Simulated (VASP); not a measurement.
Input of a VASP 6.6.1 run:

INCAR

```
PREC = Accurate
ENCUT = 520
EDIFF = 1E-6
ISMEAR = -1
SIGMA = 0.1
LREAL = F
LASPH = T
NELM = 100
ALGO = Normal
ISIF = 2
LWAVE = F
LCHARG = F
GGA = PS
NBANDS = 18
```

Contents of KPOINTS:

```
regular mesh
0
Gamma
  10 10 10
```

File POSCAR:

```
ZnAu
1.0
    3.1277155381      0.0000000000      0.0000000000
    0.0000000000      3.1277155381      0.0000000000
    0.0000000000      0.0000000000      3.1277155381
Zn Au
1 1
Direct
    0.5000000000      0.5000000000      0.5000000000
    0.0000000000      0.0000000000      0.0000000000
```

Potentials or basis: VASP PAW PBE potentials, release 64 (Zn, Au).

Run with:

```sh
$ cat potpaw_PBE.64/Zn/POTCAR potpaw_PBE.64/Au/POTCAR > POTCAR
$ mpirun -np 1 vasp_std > vasp.out
```

Q: What does it give for the pressure?

A: 0.2 GPa.

Q: Estimate the band gap on the k mesh.

A: Zero (an odd number of electrons rules out a gap without spin polarisation).

Caveat: the PAW data sets were made with another functional, which shifts forces and pressure a little; spin-orbit coupling is left out, which moves the levels of the heavy elements.
